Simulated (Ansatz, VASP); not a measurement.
# One calculation of CdS, two programs

The input INCAR:

```
PREC = Accurate
ENCUT = 520
EDIFF = 1E-6
ISMEAR = 0
SIGMA = 0.05
LREAL = False
LASPH = True
NELM = 80
ALGO = Normal
ISIF = 2
LWAVE = False
LCHARG = False
GGA = PE
NBANDS = 16
```

KPOINTS

```
regular mesh
0
Gamma
  8 8 8
```

File POSCAR:

```
CdS
1.0
    0.0000000000      3.0264000000      2.9100000000
    3.0264000000      0.0000000000      2.9100000000
    3.0264000000      3.0264000000      0.0000000000
Cd S
1 1
Direct
    0.0000000000      0.0000000000      0.0000000000
    0.7500000000      0.7500000000      0.7500000000
```

Input for Ansatz:

```yaml
crystal:
  lattice:
    - [0.0, 3.0264, 2.91]
    - [3.0264, 0.0, 2.91]
    - [3.0264, 3.0264, 0.0]
  atoms:
    - { symbol: Cd, position: [0.0, 0.0, 0.0] }
    - { symbol: S, position: [0.75, 0.75, 0.75] }
basis:
  ecutwfc: 420
kpoints:
  mp_grid: { grid: [8, 8, 8] }
hamiltonian:
  xc: pbe
scf:
  occupations: { method: gaussian, width: 0.05 }
output:
  forces: true
  stress: true
  eigenvalues: true
```

Change from the starting cell: strain +0.040 along x and y, +0.000 along z, atoms carried along.

Alike in both runs: task single point; functional PBE; k mesh 8 × 8 × 8; occupations gaussian, width 0.05 eV; no spin polarisation.

```csv
,VASP,Ansatz
version,VASP 6.6.1,Ansatz 0.2.0
potentials or method,"VASP PAW PBE potentials, release 64 (Cd, S), cutoff 520 eV","scalar-relativistic, plane waves, PAW"
valence electrons in the cell,18,26
```

VASP gave:

```
gap on the k mesh at the Fermi level (eV)                     : 0.92
least direct gap on the mesh (eV)                             : 0.92
pressure (GPa)                                                : -1.0
traceless stress, the component that is largest in VASP (GPa) : 0.50
```

**Question.** What did Ansatz give for the same quantities?

**Answer.** gap on the k mesh at the Fermi level (eV): 0.92; least direct gap on the mesh (eV): 0.92; pressure (GPa): -1.2; traceless stress, the component that is largest in VASP (GPa): 0.51.

With one functional, cell and mesh, what is left measures potentials, basis and numerics. VASP's potentials hold 18 valence electrons a cell and Ansatz's 26, so a difference there can come from the potentials and not from the codes.
